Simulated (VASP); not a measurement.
# AlCu (Cmmm) in VASP: further runs

The runs below take AlCu through single point, with PBEsol.

All numbers are computed with VASP 6.6.1; they aren't measurements. Logs are shortened: lines on timing, memory, paths and dates and some standing lists are left out, and cuts for length are marked.

## 1. The cell of the first run

It takes space group Cmmm (No. 65, orthorhombic). The conventional cell has a = 4.197 Å, b = 4.282 Å, c = 2.998 Å, α = 90.00°, β = 90.00°, γ = 90.00°. Within 3.4 Å of Al (site symmetry mmm) lie 8 Cu at 2.58 to 2.61 Å and 6 Al at 3.00 Å. Within 3.4 Å of Cu (site symmetry mmm) lie 8 Al at 2.58 to 2.61 Å and 6 Cu at 3.00 Å.

## 2. Single point, PBEsol (strain -0.0200 x Voigt [0, 0, 0, 0, 0, 1])

File INCAR:

```
SYSTEM = AlCu
PREC = Accurate
ENCUT = 520
EDIFF = 1E-6
ISMEAR = 0
SIGMA = 0.15
LREAL = .FALSE.
LASPH = .TRUE.
NELM = 80
ALGO = Fast
ISIF = 2
LWAVE = .FALSE.
LCHARG = .FALSE.
GGA = PS
NBANDS = 14
```

File KPOINTS:

```
Automatic mesh
0
G
  16 16 16
  0 0 0
```

File POSCAR:

```
AlCu
1.0
    2.9975090000     -0.0299750900      0.0000000000
   -0.0299750900      2.9975090000      0.0000000000
    0.0000000000      0.0000000000      2.9975090000
Al Cu
1 1
Direct
    0.0000000000      0.0000000000      0.0000000000
    0.5000000000      0.5000000000      0.5000000000
```

Potentials or basis: VASP PAW PBE potentials, release 64 (Al, Cu).

Launch:

```
$ cat potpaw_PBE.64/Al/POTCAR potpaw_PBE.64/Cu/POTCAR > POTCAR
$ mpirun -np 1 vasp_std > vasp.out
```

OUTCAR:

```text
SYSTEM = AlCu
   PREC = Accurate
   ENCUT = 520
   EDIFF = 1E-6
   ISMEAR = 0
   LREAL = .FALSE.
   LASPH = .TRUE.
   NELM = 80
   ISIF = 2
   GGA = PS

 ion  position               nearest neighbor table
   1  0.000  0.000  0.000-   2 2.58   2 2.58   2 2.58   2 2.58   2 2.61   2 2.61   2 2.61   2 2.61

   2  0.500  0.500  0.500-   1 2.58   1 2.58   1 2.58   1 2.58   1 2.61   1 2.61   1 2.61   1 2.61

  LATTYP: Found a base centered orthorhombic cell.
 ALAT       =     4.1967267023
 B/A-ratio  =     1.0202020202
 C/A-ratio  =     0.7142492739

  Lattice vectors:

 A1 = (   2.9975090000,  -0.0299750900,   0.0000000000)
 A2 = (  -0.0299750900,   2.9975090000,   0.0000000000)
 A3 = (   0.0000000000,   0.0000000000,   2.9975090000)

Analysis of symmetry for initial positions (statically):
=====================================================================
 Subroutine PRICEL returns:
 Original cell was already a primitive cell.

 Routine SETGRP: Setting up the symmetry group for a
 base centered orthorhombic supercell.

 Subroutine GETGRP returns: Found  8 space group operations
 (whereof  8 operations were pure point group operations)
 out of a pool of  8 trial point group operations.

The static configuration has the point symmetry D_2h.

Analysis of symmetry for dynamics (positions and initial velocities):
=====================================================================
 Subroutine PRICEL returns:
 Original cell was already a primitive cell.

 Routine SETGRP: Setting up the symmetry group for a
 base centered orthorhombic supercell.

 Subroutine GETGRP returns: Found  8 space group operations
 (whereof  8 operations were pure point group operations)
 out of a pool of  8 trial point group operations.

The dynamic configuration has the point symmetry D_2h.

 Subroutine INISYM returns: Found  8 space group operations
 (whereof  8 operations are pure point group operations),
 and found     1 'primitive' translations

----------------------------------------------------------------------------------------

                                     Primitive cell

  volume of cell :      26.9301

  direct lattice vectors                    reciprocal lattice vectors
     2.997509000 -0.029975090  0.000000000     0.333643705  0.003336437  0.000000000
    -0.029975090  2.997509000  0.000000000     0.003336437  0.333643705  0.000000000
     0.000000000  0.000000000  2.997509000     0.000000000  0.000000000  0.333610341

  length of vectors
     2.997658872  2.997658872  2.997509000     0.333660387  0.333660387  0.333610341

  position of ions in fractional coordinates (direct lattice)
     0.000000000  0.000000000  0.000000000
     0.500000000  0.500000000  0.500000000

  ion indices of the primitive-cell ions
   primitive index   ion index
                 1           1
                 2           2

----------------------------------------------------------------------------------------

 KPOINTS: Automatic mesh

Automatic generation of k-mesh.
 Grid dimensions read from file:
 generate k-points for:   16   16   16

 Generating k-lattice:

  Cartesian coordinates                     Fractional coordinates (reciprocal lattice)
     0.020852732  0.000208527  0.000000000     0.062500000  0.000000000  0.000000000
     0.000208527  0.020852732  0.000000000     0.000000000  0.062500000  0.000000000
     0.000000000  0.000000000  0.020850646     0.000000000  0.000000000  0.062500000

  Length of vectors
     0.020853774  0.020853774  0.020850646

  Shift w.r.t. Gamma in fractional coordinates (k-lattice)
     0.000000000  0.000000000  0.000000000

 Subroutine IBZKPT returns following result:
 ===========================================

 Found    657 irreducible k-points:

 Following reciprocal coordinates:
            Coordinates               Weight
  0.000000  0.000000  0.000000      1.000000
  0.062500  0.000000  0.000000      4.000000
  0.125000  0.000000  0.000000      4.000000
  0.187500  0.000000  0.000000      4.000000
  0.250000  0.000000  0.000000      4.000000
  0.312500  0.000000  0.000000      4.000000
[... 16 lines left out ...]
 -0.125000  0.062500  0.000000      4.000000
 -0.062500  0.062500  0.000000      2.000000
 [... further k-points ...]
   k-points           NKPTS =    657   k-points in BZ     NKDIM =    657   number of bands    NBANDS=     14
   number of dos      NEDOS =    301   number of ions     NIONS =      2
   total plane-waves  NPLWV =  13824
   dimension x,y,z NGX =    24 NGY =   24 NGZ =   24
   dimension x,y,z NGXF=    48 NGYF=   48 NGZF=   48
   ions per type =               1   1
   NGX,Y,Z   is equivalent  to a cutoff of  13.31, 13.31, 13.31 a.u.
   NGXF,Y,Z  is equivalent  to a cutoff of  26.62, 26.62, 26.62 a.u.
 SYSTEM =  AlCu
   PREC   = accura    normal or accurate (medium, high low for compatibility)
   ISTART =      0    job   : 0-new  1-cont  2-samecut
   ICHARG =      2    charge: 1-file 2-atom 10-const
   ISPIN  =      1    spin polarized calculation?
   LNONCOLLINEAR =      F non collinear calculations
   LSORBIT =      F    spin-orbit coupling
   LASPH  =      T    aspherical Exc in radial PAW
   ENCUT  =  520.0 eV  38.22 Ry    6.18 a.u.   5.57  5.57  5.57*2*pi/ulx,y,z
   NELM   =     80;   NELMIN=  2; NELMDL= -5     # of ELM steps
   EDIFF  = 0.1E-05   stopping-criterion for ELM
   LREAL  =      F    real-space projection
   EDIFFG = 0.1E-04   stopping-criterion for IOM
   NSW    =      0    number of steps for IOM
   IBRION =     -1    ionic relax: 0-MD 1-quasi-New 2-CG
   NFREE  =      0    steps in history (QN), initial steepest desc. (CG)
   ISIF   =      2    stress and relaxation
   ISYM   =      2    0-nonsym 1-usesym 2-fastsym
   POTIM  = 0.5000    time-step for ionic-motion
   TEBEG  =    0.0;   TEEND  =   0.0 temperature during run
   PSTRESS=    0.0 pullay stress
   NELECT =      14.0000    total number of electrons
   NUPDOWN=      -1.0000    fix difference up-down
   EMIN   =  10.00;   EMAX   =-10.00  energy-range for DOS
   EFERMI =   0.00;   METHOD = LEGACY
   ISMEAR =     0;   SIGMA  =   0.15  broadening in eV -4-tet -1-fermi 0-gaus
   EFERMI_NEDOS =   21; number of points for ismear=-14 and -15
   IALGO  =     68    algorithm
   IMIX   =      4    mixing-type and parameters
     AMIX     =   0.40;   BMIX     =  1.00
     AMIX_MAG =   1.60;   BMIX_MAG =  1.00
  volume/ion in A,a.u.               =      13.47        90.87
  Fermi-wavevector in a.u.,A,eV,Ry     =   1.316350  2.487541 23.575879  1.732778
  Thomas-Fermi vector in A             =   2.446469
   LORBIT       =      0    0 simple, 1 ext, 2 COOP (PROOUT), +10 PAW based schemes
   GGA     = PS    functional components
   LHFCALC =     F    Hartree Fock is set to
   AEXX    =    0.0000 exact exchange contribution
   IVDW    =     0    specifies the selected vdW correction
   LEPSILON=     F    determine dielectric tensor
   LRPA    =     F    only Hartree local field effects (RPA)
 non-spin polarized calculation
 RMM-DIIS sequential band-by-band and
 Gauss-broadening in eV      SIGMA  =   0.15
  energy-cutoff  :      520.00
  volume of cell :       26.93
 maximum number of plane-waves:       742
   NGX = 11   NGY = 11   NGZ = 11

 number of electron      14.0000018 magnetization

 Free energy of the ion-electron system (eV)
  ---------------------------------------------------
  ext. energy  EPLUGINS =         0.00000000
  ---------------------------------------------------
  free energy    TOTEN  =        -8.70222724 eV

  energy without entropy =       -8.69562512  energy(sigma->0) =       -8.69892618

 E-fermi :   8.9585     XC(G=0): -11.6094

 val. band max:        8.9569098278   @ k =   0.5000   0.5000   0.1250
 cond. band min:       8.9624004048   @ k =  -0.3750   0.3750   0.1250
 fundamental gap:      0.0054905770
 Fermi energy:         8.9584587858

 k-point     1 :       0.0000    0.0000    0.0000
  band No.  band energies     occupation
      1      -2.5157      2.00000
      2       4.0803      2.00000
      3       4.0824      2.00000
      4       5.0691      2.00000
      5       5.0899      2.00000
      6       5.1103      2.00000
      7      12.7172      0.00000
      8      12.7901      0.00000
      9      12.8733      0.00000
     10      15.2797      0.00000
     11      15.2825      0.00000
     12      18.9566      0.00000
     13      27.2742      0.00000
     14      27.3436      0.00000

 k-point     2 :       0.0625    0.0000    0.0000
  band No.  band energies     occupation
      1      -2.4496      2.00000
      2       4.0850      2.00000
      3       4.0908      2.00000
      4       5.0585      2.00000
      5       5.0716      2.00000
      6       5.1045      2.00000
      7      11.9735      0.00000
      8      12.8700      0.00000
      9      12.8796      0.00000
     10      15.3041      0.00000
     11      15.9741      0.00000
     12      19.2400      0.00000
     13      26.3549      0.00000
     14      26.4392      0.00000

 k-point     3 :       0.1250    0.0000    0.0000
  band No.  band energies     occupation
      1      -2.2519      2.00000
      2       4.0880      2.00000
      3       4.1187      2.00000
      4       5.0148      2.00000
      5       5.0204      2.00000
      6       5.1025      2.00000
      7      10.5606      0.00000
      8      13.1063      0.00000
      9      13.1104      0.00000
     10      15.3746      0.00000
     11      16.9233      0.00000
     12      20.1870      0.00000
     13      24.8780      0.00000
     14      24.9659      0.00000
[... 324 lines left out ...]
 k-point    23 :      -0.1250    0.0625    0.0000
  band No.  band energies     occupation
      1      -2.1918      2.00000
      2       4.1012      2.00000
      3       4.1243      2.00000
      4       4.9971      2.00000
      5       5.0199      2.00000
      6       5.0825      2.00000
      7      10.6335      0.00000
      8      12.3740      0.00000
      9      13.1779      0.00000
     10      15.8194      0.00000
     11      17.2560      0.00000
     12      20.3117      0.00000
     13      23.6876      0.00000
     14      25.0344      0.00000

 k-point    24 :      -0.0625    0.0625    0.0000
  band No.  band energies     occupation
      1      -2.3864      2.00000
      2       4.0953      2.00000
      3       4.0958      2.00000
      4       5.0512      2.00000
      5       5.0573      2.00000
      6       5.0900      2.00000
      7      11.8853      0.00000
      8      12.2901      0.00000
      9      12.9460      0.00000
     10      15.6566      0.00000
     11      16.3219      0.00000
     12      19.4696      0.00000
     13      25.1753      0.00000
     14      26.4780      0.00000

 [... further k-points ...]
[... 5 lines left out ...]
  --------------------------------------------------------------------------------------
  -------------------------------------------------------------------------------------
  Total       -0.7387413     -0.7387413     -0.7539905      0.1025765      0.0000000      0.0000000
  in kB      -43.9506075    -43.9506075    -44.8578432      6.1026780      0.0000000      0.0000000
  external PRESSURE =     -44.2530194 kB  Pullay stress =       0.0000000 kB

 VOLUME and BASIS-vectors are now :
 -----------------------------------------------------------------------------
  energy-cutoff  :      520.00
  volume of cell :       26.93
      direct lattice vectors                 reciprocal lattice vectors
     2.997509000 -0.029975090  0.000000000     0.333643705  0.003336437  0.000000000
    -0.029975090  2.997509000  0.000000000     0.003336437  0.333643705  0.000000000
     0.000000000  0.000000000  2.997509000     0.000000000  0.000000000  0.333610341

 POSITION                                       TOTAL-FORCE (eV/Angst)
 -----------------------------------------------------------------------------------
      0.00000      0.00000      0.00000         0.000000      0.000000      0.000000
      1.48377      1.48377      1.49875        -0.000000      0.000000      0.000000
 -----------------------------------------------------------------------------------
    total drift:                                0.000000      0.000000     -0.000000

  FREE ENERGIE OF THE ION-ELECTRON SYSTEM (eV)
  ---------------------------------------------------
  free  energy   TOTEN  =        -8.7022272388 eV

  energy  without entropy=       -8.6956251160  energy(sigma->0) =       -8.69892618
```

Run time: 4 min. Hardware: 1 thread of Intel Xeon Platinum 8259CL at 2.50GHz (Skylake/Cascade Lake), shared host; peak memory 0.35 GiB.

What came out:

| Property | Result |
| --- | --- |
| Free energy | -8.7022 eV |
| Pressure | -4.4 GPa |
| Band gap on the k mesh | zero (band 7 reaches 12.72 eV, above the bottom of band 8 at 8.09 eV) |

Levels at points of the mesh, in eV from the Fermi level:
```
           k point  band 5  band 6  band 7  band 8  band 9  band 10
(0.00, 0.00, 0.00)   -3.87   -3.85    3.76    3.83    3.91     6.32
(0.50, 0.00, 0.00)   -4.30   -3.82   -3.13    7.17    8.05     8.09
(0.50, 0.50, 0.00)   -3.82   -3.58   -3.49   -0.87   -0.09    10.10
(0.00, 0.00, 0.50)   -4.27   -3.82   -3.13    7.22    7.97     8.14
(0.50, 0.00, 0.50)   -3.70   -3.70   -3.49   -0.84   -0.13    10.08
(0.50, 0.50, 0.50)   -3.47    0.64    0.72    0.87    1.86     2.09
```

Caveat: the cell differs from its parent crystal (strain -0.0200 x Voigt [0, 0, 0, 0, 0, 1]); the PAW data sets were made with another functional, which shifts forces and pressure a little.

## 3. Single point, PBEsol (strain +0.0150 x Voigt [0, 0, 0, 0, 0, 1])

File INCAR:

```
SYSTEM = AlCu
PREC = Accurate
ENCUT = 520
EDIFF = 1E-6
ISMEAR = 0
SIGMA = 0.15
LREAL = .False.
LASPH = .True.
NELM = 100
ALGO = Fast
ISIF = 2
LWAVE = .False.
LCHARG = .False.
GGA = PS
NBANDS = 14
```

File KPOINTS:

```
regular mesh
0
Gamma
  16 16 16
  0 0 0
```

File POSCAR:

```
AlCu
1.0
    2.9975090000      0.0224813175      0.0000000000
    0.0224813175      2.9975090000      0.0000000000
    0.0000000000      0.0000000000      2.9975090000
Al Cu
1 1
Direct
    0.0000000000      0.0000000000      0.0000000000
    0.5000000000      0.5000000000      0.5000000000
```

Potentials or basis: VASP PAW PBE potentials, release 64 (Al, Cu).

Launch:

```
$ cat potpaw_PBE.64/Al/POTCAR potpaw_PBE.64/Cu/POTCAR > POTCAR
$ mpirun -np 1 vasp_std > vasp.out
```

Run time: 4.4 min. Hardware: 1 thread of Intel Xeon Platinum 8259CL at 2.50GHz (Skylake/Cascade Lake), shared host; peak memory 0.35 GiB.

Results (log left out):

* Free energy: -8.7026 eV
* Pressure: -4.5 GPa
* Band gap on the k mesh: zero (band 7 reaches 12.73 eV, above the bottom of band 8 at 8.10 eV)

Stress tensor (GPa, compression positive):
```
-4.46 -0.44  0.00
-0.44 -4.46  0.00
 0.00  0.00 -4.50
```

Levels at points of the mesh, in eV from the Fermi level:
```csv
k point,band 4,band 5,band 6,band 7,band 8,band 9,band 10,band 11
"(0.00, 0.00, 0.00)",-3.89,-3.87,-3.85,3.77,3.83,3.89,6.32,6.32
"(0.50, 0.00, 0.00)",-4.30,-4.30,-3.82,-3.13,7.19,8.05,8.07,8.49
"(0.50, 0.50, 0.00)",-4.19,-3.80,-3.61,-3.49,-0.86,-0.11,10.10,12.76
"(0.00, 0.00, 0.50)",-4.32,-4.28,-3.82,-3.13,7.22,7.99,8.12,8.48
"(0.50, 0.00, 0.50)",-4.19,-3.70,-3.70,-3.49,-0.84,-0.13,10.09,12.81
"(0.50, 0.50, 0.50)",-3.47,-3.47,0.66,0.73,0.84,1.84,2.11,2.18
```

Caveat: the cell differs from its parent crystal (strain +0.0150 x Voigt [0, 0, 0, 0, 0, 1]); the PAW data sets were made with another functional, which shifts forces and pressure a little.
